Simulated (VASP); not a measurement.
Wanted: the native input for a VASP 6.6.1 run.

| Item | Value |
| --- | --- |
| Task | single point |
| Functional | PBE |
| Potentials or basis | VASP PAW PBE potentials, release 64 (Y_sv) |
| Cutoff | 520 eV |
| k mesh | 14 × 14 × 8 |
| Occupations | fermi-dirac, width 0.08 eV |
| Spin | no spin polarisation |
| Dipole correction | no |
| Further INCAR settings | ALGO = Normal; EDIFF = 1e-07; NBANDS = 18 |

The structure of Y lies in POSCAR:

```
Y
1.0
    3.6904534982      0.0000000000      0.0000000000
   -1.8452267491      3.1960264809      0.0000000000
    0.0000000000      0.0000000000      5.5808569973
Y
2
Direct
    0.3333333333      0.6666666667      0.2500000000
    0.6666666667      0.3333333333      0.7500000000
```

This cell differs from its parent crystal: z stretched by -2 % at fixed volume.

These files were run (other wordings do the same):

INCAR

```
SYSTEM = Y
  PREC = Accurate
  ENCUT = 520
  EDIFF = 1E-7
  ISMEAR = -1
  SIGMA = 0.08
  LREAL = .FALSE.
  LASPH = .TRUE.
  NELM = 80
  ALGO = Normal
  ISIF = 2
  LWAVE = .FALSE.
  LCHARG = .TRUE.
  GGA = PE
  LELF = .TRUE.
  LVHAR = .TRUE.
  NBANDS = 18
```

KPOINTS

```
Automatic mesh
0
G
  14 14 8
  0 0 0
```

Potentials or basis: VASP PAW PBE potentials, release 64 (Y_sv).

Command:

```bash
$ cat potpaw_PBE.64/Y_sv/POTCAR > POTCAR
$ mpirun -np 1 vasp_std > vasp.out
```

Results of the run:

| Item | Value |
| --- | --- |
| Pressure | -0.1 GPa |
| Band gap on the k mesh | zero (bands 11 and 12 overlap by 1.65 eV) |

Wall time 56 s on 1 thread of Intel(R) Xeon(R) 6975P-C (Granite Rapids), with other jobs on the host, peak memory 0.27 GiB.
